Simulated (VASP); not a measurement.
Here is a VASP 6.6.1 calculation.

The input INCAR:

```
PREC = Accurate
ENCUT = 520
EDIFF = 1E-6
ISMEAR = -1
SIGMA = 0.08
LREAL = False
LASPH = True
NELM = 60
ALGO = Normal
ISIF = 2
LWAVE = False
LCHARG = False
GGA = PE
NBANDS = 10
```

KPOINTS

```
Automatic mesh
0
Gamma
  13 13 13
```

POSCAR

```
Li
1.0
    1.2265492154     -0.7081485197      4.0371353806
    0.0000000000      1.4162970393      4.0371353806
   -1.2265492154     -0.7081485197      4.0371353806
Li
2
Direct
    0.2500000000      0.2500000000      0.2500000000
   -0.2500000000     -0.2500000000     -0.2500000000
```

Potentials or basis: VASP PAW PBE potentials, release 64 (Li_sv).

Launch:

```bash
$ cat potpaw_PBE.64/Li_sv/POTCAR > POTCAR
$ mpirun -np 1 vasp_std > vasp.out
```

Task: Predict the band gap on the k mesh.

Result: Zero (band 3 reaches 5.15 eV, above the bottom of band 4 at 0.37 eV).
